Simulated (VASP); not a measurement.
# CuO (Pm-3m) in VASP: a series of runs, part 2 of 2

VASP 6.6.1. Earlier steps stand in the parts before.

## 3. Vibrations by perturbation theory, PBEsol

The input, INCAR:

```
  ALGO = Normal
  EDIFF = 1E-8
  ENCUT = 520
  GGA = PS
  IBRION = 8
  ISIF = 2
  ISMEAR = -1
  LASPH = T
  LCHARG = F
  LREAL = F
  LWAVE = F
  NELM = 60
  NSW = 1
  PREC = Accurate
  SIGMA = 0.05
```

The input, KPOINTS:

```
k-points
0
Gamma
  10 10 10
```

The input, POSCAR:

```
CuO
1.0
    2.5525506100      0.0000000000      0.0000000000
    0.0000000000      2.5525506100      0.0000000000
    0.0000000000      0.0000000000      2.5525506100
Cu O
1 1
Direct
    0.0000000000      0.0000000000      0.0000000000
    0.5000000000      0.5000000000      0.5000000000
```

Potentials or basis: VASP PAW PBE potentials, release 64 (Cu, O).

The run is started by

```console
cat potpaw_PBE.64/Cu/POTCAR potpaw_PBE.64/O/POTCAR > POTCAR
mpirun -np 1 vasp_std > vasp.out
```

OUTCAR:

```text
EDIFF = 1E-8
   ENCUT = 520
   GGA = PS
   IBRION = 8
   ISIF = 2
   ISMEAR = -1
   LASPH = T
   LREAL = F
   NELM = 60
   NSW = 1
   PREC = Accurate

 ion  position               nearest neighbor table
   1  0.000  0.000  0.000-   2 2.21   2 2.21   2 2.21   2 2.21   2 2.21   2 2.21   2 2.21   2 2.21

   2  0.500  0.500  0.500-   1 2.21   1 2.21   1 2.21   1 2.21   1 2.21   1 2.21   1 2.21   1 2.21

  LATTYP: Found a simple cubic cell.
 ALAT       =     2.5525506100

  Lattice vectors:

[... 616 lines left out ...]
  1X    -2.264240   -0.000000    0.000000    2.264240    0.000000   -0.000000
  1Y    -0.000000   -2.264240   -0.000000    0.000000    2.264240    0.000000
  1Z    -0.000000   -0.000000   -2.264240    0.000000    0.000000    2.264240
  2X     2.318675    0.000000   -0.000000   -2.318675   -0.000000    0.000000
  2Y     0.000000    2.318675   -0.000000   -0.000000   -2.318675    0.000000
  2Z     0.000000    0.000000    2.318675    0.000000   -0.000000   -2.318675

 Eigenvectors and eigenvalues of the dynamical matrix
 ----------------------------------------------------

   1 f  =    6.642824 THz    41.738093 2PiTHz  221.580751 cm-1    27.472499 meV
             X         Y         Z           dx          dy          dz
      0.000000  0.000000  0.000000    -0.444258   -0.000000   -0.000000
      1.276275  1.276275  1.276275     0.895899   -0.000000    0.000000
[... 21 lines left out ...]
   6 f/i=    0.031405 THz     0.197321 2PiTHz    1.047543 cm-1     0.129879 meV
             X         Y         Z           dx          dy          dz
      0.000000  0.000000  0.000000    -0.000000    0.000000    0.895899
      1.276275  1.276275  1.276275     0.000000    0.000000    0.444258

--------------------------------------------------------------------------------------------------------

 ELASTIC MODULI CONTR FROM IONIC RELAXATION (kBar)
 Direction    XX          YY          ZZ          XY          YZ          ZX
 --------------------------------------------------------------------------------
 XX           0.0000      0.0000      0.0000      0.0000      0.0000      0.0000
 YY           0.0000      0.0000      0.0000      0.0000      0.0000      0.0000
 ZZ           0.0000      0.0000      0.0000      0.0000      0.0000      0.0000
 XY           0.0000      0.0000      0.0000      0.0000      0.0000      0.0000
 YZ           0.0000      0.0000      0.0000      0.0000      0.0000      0.0000
 ZX           0.0000      0.0000      0.0000      0.0000      0.0000      0.0000
 --------------------------------------------------------------------------------
```

It took 65 s on 1 thread of AMD EPYC 7R43 (Zen 3), shared host; peak memory 0.15 GiB.

What came out:

```yaml
Highest_phonon_frequency_at_Γ_LO-TO_splitting_left_out: 222 cm⁻¹
```

Phonon frequencies in cm⁻¹ (negative: imaginary):
```
              q point           frequencies
(0.000, 0.000, 0.000)  -1 -1 -1 222 222 222
```

Caveat: the cell wasn't relaxed at this level first, which shifts response properties; the PAW data sets were made with another functional, which shifts forces and pressure a little.

## 4. Elastic constants, PBE

The input, INCAR:

```
  PREC = Accurate
  ENCUT = 600
  EDIFF = 1E-8
  ISMEAR = -1
  SIGMA = 0.05
  LREAL = F
  LASPH = T
  NELM = 80
  ALGO = Normal
  ISIF = 3
  LWAVE = F
  LCHARG = T
  GGA = PE
  NBANDS = 16
  IBRION = 6
  NFREE = 2
  POTIM = 0.015
  NSW = 1
```

The input, KPOINTS:

```
Automatic mesh
0
Gamma
  8 8 8
```

POSCAR is that of step 3.

The run is started by

```console
cat potpaw_PBE.64/Cu/POTCAR potpaw_PBE.64/O/POTCAR > POTCAR
mpirun -np 1 vasp_std > vasp.out
```

Run time: 5.7 min. Hardware: 1 thread of AMD EPYC 7R43 (Zen 3), shared host; peak memory 0.18 GiB.

It converged, with:

| Item | Value |
| --- | --- |
| Elastic constants C11, C12, C44 | 473, 131, -82 GPa |
| Voigt bulk modulus | 245 GPa |
| Highest phonon frequency at Γ, LO-TO splitting left out | 242 cm⁻¹ |

Phonon frequencies in cm⁻¹ (negative: imaginary):
```csv
q point,frequencies
"(0.000, 0.000, 0.000)",-1 -1 -1 242 242 242
```

Elastic tensor in Voigt notation (GPa, in the Cartesian axes of the cell as first typed):
```
473 131 131   0   0   0
131 473 131   0   0   0
131 131 473   0   0   0
  0   0   0 -82   0   0
  0   0   0   0 -82   0
  0   0   0   0   0 -82
```

Clamped-ion elastic tensor (GPa):
```
473 131 131   0   0   0
131 473 131   0   0   0
131 131 473   0   0   0
  0   0   0 -82   0   0
  0   0   0   0 -82   0
  0   0   0   0   0 -82
```

Caveat: the cell is under stress, which shifts elastic constants; the elastic tensor has a negative eigenvalue, so either the cell is unstable as it stands or the mesh is too thin.

## 5. Single point, PBE+U, collinear spin, ferromagnetic start

The input, INCAR:

```
SYSTEM = CuO
  PREC = Accurate
  ENCUT = 700
  EDIFF = 1E-6
  ISMEAR = 0
  SIGMA = 0.05
  LREAL = .FALSE.
  LASPH = .TRUE.
  NELM = 200
  ALGO = Normal
  ISIF = 2
  LWAVE = .FALSE.
  LCHARG = .FALSE.
  ISPIN = 2
  MAGMOM = 0.6 0
  LORBIT = 11
  LMAXMIX = 4
  LDAU = .TRUE.
  LDAUTYPE = 2
  LDAUL = 2 -1
  LDAUU = 6 0
  LDAUJ = 0 0
  LDAUPRINT = 1
  GGA = PE
  NBANDS = 24
  GGA_COMPAT = .FALSE.
```

The input, KPOINTS:

```
regular mesh
0
G
  7 7 7
  0 0 0
```

POSCAR is that of step 4.

Potentials or basis: VASP PAW PBE potentials, release 64 (Cu_sv_GW, O).

The run is started by

```console
cat potpaw_PBE.64/Cu_sv_GW/POTCAR potpaw_PBE.64/O/POTCAR > POTCAR
mpirun -np 1 vasp_std > vasp.out
```

It used 110 s of CPU time on 1 thread of AMD EPYC 7R13 Processor (Zen 3), with other jobs on the host.

It converged, with:

| Quantity | Value |
| --- | --- |
| Free energy | -6.0783 eV |
| Pressure | 17.2 GPa |
| Band gap on the k mesh | zero (filled and empty bands overlap) |
| Net moment | 1.00 μB per cell |
| Site moments | Cu +0.42; O +0.55 μB |
| Valence electrons inside the program's atomic spheres | Cu 17.57; O 4.90 |

Levels at points of the mesh, in eV from the Fermi level:
Spin up:
```
           k point  band 9  band 10  band 11  band 12  band 13  band 14  band 15  band 16  band 17  band 18
(0.00, 0.00, 0.00)   -3.09    -3.09    -2.33    -2.33    -2.33     1.75    16.25    16.25    21.55    21.55
```
Spin down:
| k point | band 9 | band 10 | band 11 | band 12 | band 13 | band 14 | band 15 | band 16 |
| --- | --- | --- | --- | --- | --- | --- | --- | --- |
| (0.00, 0.00, 0.00) | -1.61 | -1.61 | -1.35 | -1.35 | -1.35 | 2.04 | 16.31 | 16.31 |

Eigenvalues of the final occupation matrices:
| site | spin | trace | eigenvalues |
| --- | --- | --- | --- |
| site 1 d | 1 | 4.78 | 0.94 0.94 0.97 0.97 0.97 |
| site 1 d | 2 | 4.33 | 0.82 0.82 0.82 0.93 0.93 |

Caveat: a cell with one magnetic atom can't hold antiferromagnetic order, which such compounds often take.

## 6. Single point, PBE+U, collinear spin, ferromagnetic start

The input, INCAR:

```
SYSTEM = CuO
ALGO = Normal ; EDIFF = 1E-6
ENCUT = 700 ; GGA = PE
GGA_COMPAT = .False. ; ISIF = 2
ISMEAR = 0 ; ISPIN = 2
LASPH = .True. ; LCHARG = .False.
LDAU = .True. ; LDAUJ = 0 0
LDAUL = 2 -1 ; LDAUPRINT = 1
LDAUTYPE = 2 ; LDAUU = 6 0
LMAXMIX = 4 ; LORBIT = 11
LREAL = .False. ; LWAVE = .False.
MAGMOM = 0.48 0 ; NBANDS = 24
NELM = 200 ; PREC = Accurate
SIGMA = 0.05
```

The input, KPOINTS:

```
k-points
0
Gamma
  7 7 7
  0 0 0
```

POSCAR is that of step 5.

Potentials or basis: VASP PAW PBE potentials, release 64 (Cu_sv_GW, O).

The run is started by

```console
cat potpaw_PBE.64/Cu_sv_GW/POTCAR potpaw_PBE.64/O/POTCAR > POTCAR
mpirun -np 1 vasp_std > vasp.out
```

Run time: 58 s. Hardware: 1 thread of Intel Xeon Platinum 8259CL at 2.50GHz (Skylake/Cascade Lake), shared host; peak memory 0.17 GiB.

The run converged. Its results:

```
Free energy                                           : -6.0783 eV
Pressure                                              : 17.2 GPa
Band gap on the k mesh                                : zero (filled and empty bands overlap)
Net moment                                            : 1.00 μB per cell
Site moments                                          : Cu +0.42; O +0.55 μB
Valence electrons inside the program's atomic spheres : Cu 17.57; O 4.90
```

Levels at points of the mesh, in eV from the Fermi level:
Spin up:
```
           k point  band 11  band 12  band 13  band 14  band 15  band 16
(0.00, 0.00, 0.00)    -2.33    -2.33    -2.33     1.75    16.25    16.25
```
Spin down:
```tsv
k point	band 8	band 9	band 10	band 11	band 12	band 13	band 14	band 15	band 16	band 17
(0.00, 0.00, 0.00)	-1.61	-1.61	-1.61	-1.35	-1.35	-1.35	2.04	16.31	16.31	21.77
```

Eigenvalues of the final occupation matrices:
| site | spin | trace | eigenvalues |
| --- | --- | --- | --- |
| site 1 d | 1 | 4.78 | 0.94 0.94 0.97 0.97 0.97 |
| site 1 d | 2 | 4.33 | 0.82 0.82 0.82 0.93 0.93 |

Caveat: a cell with one magnetic atom can't hold antiferromagnetic order, which such compounds often take. The state reached can hang on the start; a lower one may exist.
